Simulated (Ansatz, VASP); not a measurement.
Co: VASP beside Ansatz

```
Co
1.0
     2.53360    0.00000    0.00000
    -1.26680    2.19417    0.00000
     0.00000    0.00000    8.19362
Co
4
Direct
  0.00000 0.00000 0.00000
  0.00000 0.00000 0.50000
  0.33333 0.66667 0.25000
  0.66667 0.33333 0.75000
```

Alike in both runs: functional BLYP; k mesh 14 × 14 × 4; occupations fermi-dirac, width 0.05 eV; collinear spin.

Ansatz relaxed the structure, and its values are those at the end. VASP's run is a single point on that final structure, the one shown.

|  | VASP | Ansatz |
| --- | --- | --- |
| version | VASP 6.6.1 | Ansatz 0.2.0 |
| potentials or method | VASP PAW PBE potentials, release 64 (Co), cutoff 520 eV | plane waves (420 eV) with PAW, scalar-relativistic |
| valence electrons in the cell | 36 | 68 |

|  | VASP | Ansatz | Ansatz less VASP |
| --- | --- | --- | --- |
| pressure (GPa) | -0.3 | 0.0 | +0.35 |
| net moment per atom (μB) | 1.63 | 1.65 | +0.015 |
| size of the moment on the site where the two differ most (μB) | 1.66 | 1.73 | +0.062 |

VASP's potentials were made for PBE, not for BLYP. Site moments also hang on the region over which each program counts them. VASP's potentials hold 36 valence electrons a cell and Ansatz's 68, so a difference there can come from the potentials and not from the codes.
